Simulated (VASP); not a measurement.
# CdSe (I-4m2) in VASP: single point with r2SCAN

Aim: the single point of CdSe with r2SCAN.

Program: VASP 6.6.1. These are calculated values, not measurements. Logs are shortened: lines on timing, memory, paths and dates and some standing lists are left out, and cuts for length are marked.

## (1) The cell of the first run

It takes space group I-4m2 (No. 119, tetragonal). Conventional cell: a = 4.381 Å, b = 4.381 Å, c = 6.044 Å, α = 90.00°, β = 90.00°, γ = 90.00°. Within 3.5 Å of Cd (site symmetry -4m2) lie 4 Se at 2.66 Å. Within 3.5 Å of Se (site symmetry -4m2) lie 4 Cd at 2.66 Å.

## (2) Single point, r2SCAN, non-collinear spin, zero start, spin-orbit coupling

Contents of POSCAR:

```
CdSe
1.0
    0.0000000000      3.0975522809      3.0217780941
    3.0975522809      0.0000000000      3.0217780941
    3.0975522809      3.0975522809      0.0000000000
Cd Se
1 1
Direct
    0.0000000000      0.0000000000      0.0000000000
    0.2500000000      0.2500000000      0.2500000000
```

Contents of INCAR.step1:

```
SYSTEM = CdSe
PREC = Accurate ; ENCUT = 550
ISMEAR = 0 ; SIGMA = 0.01
LREAL = .False. ; LASPH = .True.
NELM = 200 ; MAGMOM = 0 0 0 0 0 0
LSORBIT = .True. ; GGA_COMPAT = .False.
NBANDS = 30 ; GGA = PE
ALGO = Normal ; EDIFF = 1E-5
LWAVE = .True. ; LCHARG = .False.
```

Contents of INCAR.step2:

```
SYSTEM = CdSe
PREC = Accurate ; ENCUT = 550
EDIFF = 1E-6 ; ISMEAR = 0
SIGMA = 0.01 ; LREAL = .False.
LASPH = .True. ; NELM = 200
ALGO = Normal ; ISIF = 2
LWAVE = .False. ; LCHARG = .False.
MAGMOM = 0 0 0 0 0 0 ; LORBIT = 11
LSORBIT = .True. ; GGA_COMPAT = .False.
LORBMOM = .True. ; METAGGA = R2SCAN
LMIXTAU = .True. ; NBANDS = 30
ISTART = 1
```

Contents of KPOINTS:

```
regular mesh
0
Gamma
  6 6 6
  0 0 0
```

Potentials or basis: VASP PAW PBE potentials, release 64 (Cd, Se).

Command:

```
$ cat potpaw_PBE.64/Cd/POTCAR potpaw_PBE.64/Se/POTCAR > POTCAR
$ cp INCAR.step1 INCAR
$ mpirun -np 1 vasp_ncl > vasp.out
$ cp INCAR.step2 INCAR
$ mpirun -np 1 vasp_ncl > vasp.out
```

OUTCAR:

```text
SYSTEM = CdSe
   PREC = Accurate
   ENCUT = 550
   EDIFF = 1E-6
   ISMEAR = 0
   LREAL = .False.
   LASPH = .True.
   NELM = 200
   ISIF = 2
   LORBIT = 11
   LSORBIT = .True.
   METAGGA = R2SCAN
   ISTART = 1

 ion  position               nearest neighbor table
   1  0.000  0.000  0.000-   2 2.66   2 2.66   2 2.66   2 2.66
   2  0.250  0.250  0.250-   1 2.66   1 2.66   1 2.66   1 2.66

  LATTYP: Found a body centered tetragonal cell.
 ALAT       =     4.3806004458
 C/A-ratio  =     1.3796182197

  Lattice vectors:

 A1 = (   0.0000000000,  -3.0975522809,  -3.0217780941)
 A2 = (   0.0000000000,   3.0975522809,  -3.0217780941)
 A3 = (   3.0975522809,   0.0000000000,   3.0217780941)

Analysis of symmetry for initial positions (statically):
=====================================================================
 Subroutine PRICEL returns:
 Original cell was already a primitive cell.

 Routine SETGRP: Setting up the symmetry group for a
 body centered tetragonal supercell.

 Subroutine GETGRP returns: Found  8 space group operations
 (whereof  8 operations were pure point group operations)
 out of a pool of 16 trial point group operations.

The static configuration has the point symmetry D_2d.

Analysis of symmetry for dynamics (positions and initial velocities):
=====================================================================
 Subroutine PRICEL returns:
 Original cell was already a primitive cell.

 Routine SETGRP: Setting up the symmetry group for a
 body centered tetragonal supercell.

 Subroutine GETGRP returns: Found  8 space group operations
 (whereof  8 operations were pure point group operations)
 out of a pool of 16 trial point group operations.

The dynamic configuration has the point symmetry D_2d.

Analysis of structural, dynamic, and magnetic symmetry:
=====================================================================
 Subroutine PRICEL returns:
 Original cell was already a primitive cell.

 Routine SETGRP: Setting up the symmetry group for a
 body centered tetragonal supercell.

 Subroutine GETGRP returns: Found  8 space group operations
 (whereof  8 operations were pure point group operations)
 out of a pool of 16 trial point group operations.

The overall configuration has the point symmetry D_2d.

 Subroutine INISYM returns: Found  8 space group operations
 (whereof  8 operations are pure point group operations),
 and found     1 'primitive' translations

----------------------------------------------------------------------------------------

                                     Primitive cell

  volume of cell :      57.9869

  direct lattice vectors                    reciprocal lattice vectors
     0.000000000  3.097552281  3.021778094    -0.161417776  0.161417776  0.165465492
     3.097552281  0.000000000  3.021778094     0.161417776 -0.161417776  0.165465492
     3.097552281  3.097552281  0.000000000     0.161417776  0.161417776 -0.165465492

  length of vectors
     4.327351729  4.327351729  4.380600446     0.281940111  0.281940111  0.281940111

  position of ions in fractional coordinates (direct lattice)
     0.000000000  0.000000000  0.000000000
     0.250000000  0.250000000  0.250000000

  ion indices of the primitive-cell ions
   primitive index   ion index
                 1           1
                 2           2

----------------------------------------------------------------------------------------

 KPOINTS: regular mesh

Automatic generation of k-mesh.
 Grid dimensions read from file:
 generate k-points for:    6    6    6

 Generating k-lattice:

  Cartesian coordinates                     Fractional coordinates (reciprocal lattice)
    -0.026902963  0.026902963  0.027577582     0.166666667 -0.000000000  0.000000000
     0.026902963 -0.026902963  0.027577582    -0.000000000  0.166666667  0.000000000
[... 98 lines left out ...]
 number of electron      17.9999996 magnetization       0.0000000      0.0000000     -0.0000000

 number of electron      17.9999996 magnetization       0.0000000     -0.0000000     -0.0000000

 Free energy of the ion-electron system (eV)
  ---------------------------------------------------
  ext. energy  EPLUGINS =         0.00000000
  ---------------------------------------------------
  free energy    TOTEN  =       -35.95802841 eV

  energy without entropy =      -35.95802841  energy(sigma->0) =      -35.95802841

 E-fermi :   0.6137     XC(G=0):  -9.2830

 val. band max:        0.5515347566   @ k =   0.0000   0.0000   0.0000
 cond. band min:       1.4223932571   @ k =   0.0000   0.0000   0.0000
 fundamental gap:      0.8708585005
 Fermi energy:         0.6137283770

 k-point     1 :       0.0000    0.0000    0.0000
  band No.  band energies     occupation
      1     -12.4382      1.00000
      2     -12.4382      1.00000
      3      -7.9559      1.00000
      4      -7.9559      1.00000
      5      -7.9512      1.00000
      6      -7.9512      1.00000
[... 781 lines left out ...]
     29      12.6687      0.00000
     30      12.7073      0.00000

 [... further k-points ...]

------------------------ aborting loop because EDIFF is reached ----------------------------------------

  FORCE on cell =-STRESS in cart. coord.  units (eV):
  Direction    XX          YY          ZZ          XY          YZ          ZX
  --------------------------------------------------------------------------------------
  -------------------------------------------------------------------------------------
  Total       -0.0756328     -0.0756328      0.0705316      0.0000000      0.0000000      0.0000000
  in kB       -2.0897332     -2.0897332      1.9487878      0.0000000      0.0000000      0.0000000
  external PRESSURE =      -0.7435595 kB  Pullay stress =       0.0000000 kB

 VOLUME and BASIS-vectors are now :
 -----------------------------------------------------------------------------
  energy-cutoff  :      550.00
  volume of cell :       57.99
      direct lattice vectors                 reciprocal lattice vectors
     0.000000000  3.097552281  3.021778094    -0.161417776  0.161417776  0.165465492
     3.097552281  0.000000000  3.021778094     0.161417776 -0.161417776  0.165465492
     3.097552281  3.097552281  0.000000000     0.161417776  0.161417776 -0.165465492

 POSITION                                       TOTAL-FORCE (eV/Angst)
 -----------------------------------------------------------------------------------
      0.00000      0.00000      0.00000        -0.000000     -0.000000     -0.000000
      1.54878      1.54878      1.51089         0.000000      0.000000      0.000000
 -----------------------------------------------------------------------------------
    total drift:                                0.000000      0.000000      0.000000

  FREE ENERGIE OF THE ION-ELECTRON SYSTEM (eV)
  ---------------------------------------------------
  free  energy   TOTEN  =       -35.9580284056 eV

  energy  without entropy=      -35.9580284056  energy(sigma->0) =      -35.95802841

 orbital moment (x)

 # of ion     p       d       tot
 ----------------------------------------
  1         0.000  -0.000  -0.000
  2        -0.000   0.000  -0.000
 ----------------------------------------
            0.000  -0.000  -0.000

 orbital moment (y)

 # of ion     p       d       tot
 ----------------------------------------
  1         0.000  -0.000  -0.000
  2         0.000   0.000   0.000
 ----------------------------------------
            0.000  -0.000  -0.000

 orbital moment (z)

 # of ion     p       d       tot
 ----------------------------------------
  1         0.000   0.000   0.000
  2         0.000   0.000   0.000
 ----------------------------------------
            0.000   0.000   0.000

 Spin-Orbit-Coupling matrix elements

 Ion:    1  E_soc:     -0.0548595
 l=   1
     0.0000000    -0.0023715    -0.0023847
    -0.0023715     0.0000000    -0.0023715
    -0.0023847    -0.0023715     0.0000000
 l=   2
     0.0000000    -0.0013793     0.0000000    -0.0013793    -0.0053872
    -0.0013793     0.0000000    -0.0040411    -0.0013788    -0.0013476
     0.0000000    -0.0040411     0.0000000    -0.0040411     0.0000000
    -0.0013793    -0.0013788    -0.0040411     0.0000000    -0.0013476
    -0.0053872    -0.0013476     0.0000000    -0.0013476     0.0000000
 l=   3
     0.0000000     0.0000000     0.0000000     0.0000000     0.0000000     0.0000000     0.0000000
     0.0000000     0.0000000     0.0000000     0.0000000     0.0000000     0.0000000     0.0000000
     0.0000000     0.0000000     0.0000000     0.0000000     0.0000000     0.0000000     0.0000000
     0.0000000     0.0000000     0.0000000     0.0000000     0.0000000     0.0000000     0.0000000
     0.0000000     0.0000000     0.0000000     0.0000000     0.0000000     0.0000000     0.0000000
     0.0000000     0.0000000     0.0000000     0.0000000     0.0000000     0.0000000     0.0000000
     0.0000000     0.0000000     0.0000000     0.0000000     0.0000000     0.0000000     0.0000000

 Ion:    2  E_soc:     -0.0374866
 l=   1
     0.0000000    -0.0062507    -0.0062216
    -0.0062507     0.0000000    -0.0062507
    -0.0062216    -0.0062507     0.0000000
 l=   2
     0.0000000    -0.0000033     0.0000000    -0.0000033    -0.0000035
    -0.0000033     0.0000000    -0.0000026    -0.0000032    -0.0000009
     0.0000000    -0.0000026     0.0000000    -0.0000026     0.0000000
    -0.0000033    -0.0000032    -0.0000026     0.0000000    -0.0000009
    -0.0000035    -0.0000009     0.0000000    -0.0000009     0.0000000
 l=   3
     0.0000000     0.0000000     0.0000000     0.0000000     0.0000000     0.0000000     0.0000000
     0.0000000     0.0000000     0.0000000     0.0000000     0.0000000     0.0000000     0.0000000
     0.0000000     0.0000000     0.0000000     0.0000000     0.0000000     0.0000000     0.0000000
     0.0000000     0.0000000     0.0000000     0.0000000     0.0000000     0.0000000     0.0000000
     0.0000000     0.0000000     0.0000000     0.0000000     0.0000000     0.0000000     0.0000000
     0.0000000     0.0000000     0.0000000     0.0000000     0.0000000     0.0000000     0.0000000
     0.0000000     0.0000000     0.0000000     0.0000000     0.0000000     0.0000000     0.0000000

 total charge

# of ion       s       p       d       tot
------------------------------------------
    1        0.416   0.291   9.572  10.280
    2        1.439   2.438   0.020   3.896
--------------------------------------------------
tot          1.855   2.729   9.592  14.177

 magnetization (x)

# of ion       s       p       d       tot
------------------------------------------
    1       -0.000   0.000   0.000  -0.000
    2        0.000   0.000   0.000   0.000
--------------------------------------------------
tot         -0.000   0.000   0.000  -0.000

 magnetization (y)

# of ion       s       p       d       tot
------------------------------------------
    1        0.000  -0.000  -0.000   0.000
    2        0.000   0.000  -0.000  -0.000
--------------------------------------------------
tot          0.000  -0.000  -0.000   0.000

 magnetization (z)

# of ion       s       p       d       tot
------------------------------------------
    1        0.000  -0.000   0.000  -0.000
    2       -0.000   0.000   0.000   0.000
--------------------------------------------------
tot         -0.000   0.000   0.000  -0.000
```

Run time: 27 min. Hardware: 1 thread of Oxide Virtual Turin-like, shared host; peak memory 0.49 GiB.

Results:

* Free energy: -35.9580 eV
* Pressure: -0.1 GPa
* Net moment: 0.00 μB per cell
* Valence electrons inside the program's atomic spheres: Cd 10.28; Se 3.90

Moments on the atoms (μB; x, y, z):
```
Cd  0.00 0.00 0.00
Se  0.00 0.00 0.00
```

Caveat: the PAW data sets were made with another functional, which shifts forces and pressure a little.
